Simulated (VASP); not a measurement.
Input of a VASP 6.6.1 run:

Contents of INCAR:

```
PREC     = Accurate       # precision mode
ENCUT    = 520            # plane-wave cutoff, eV
EDIFF    = 1E-8           # SCF threshold, eV
ISMEAR   = -1             # smearing method
SIGMA    = 0.05           # smearing width, eV
LREAL    = False          # projectors in reciprocal space
LASPH    = True           # aspherical terms in the spheres
NELM     = 80             # most SCF steps
ALGO     = Normal         # electronic algorithm
ISIF     = 2              # what is computed and relaxed
LWAVE    = False          # write WAVECAR
LCHARG   = False          # write CHGCAR
GGA      = CA             # functional
LEFG     = True         
NBANDS   = 10             # bands
```

The input KPOINTS:

```
Automatic mesh
0
Gamma
  13 13 13
```

Contents of POSCAR:

```
B
1.0
    0.0000000000      2.0103628793      2.0103628793
    2.0103628793      0.0000000000      2.0103628793
    2.0103628793      2.0103628793      0.0000000000
B
2
Direct
   -0.0875000000     -0.1375000000     -0.1375000000
    0.0875000000      0.1375000000      0.1375000000
```

Potentials or basis: VASP PAW LDA potentials, release 64 (B).

Command:

```console
$ cat potpaw_LDA.64/B/POTCAR > POTCAR
$ mpirun -np 1 vasp_std > vasp.out
```

(1) What does it give for the largest force?

(2) What does it give for the pressure?

(3) What does it give for the band gap on the k mesh?

Answers

(1) 0.538 eV/Å.

(2) 0.9 GPa.

(3) zero (band 3 reaches 7.26 eV, above the bottom of band 4 at 1.17 eV).

Caveat: the cell differs from its parent crystal (shortest bond scaled by 1.1); without QUAD_EFG the Cq values of the log hold for a quadrupole moment of 1 mb, not for the nuclei.
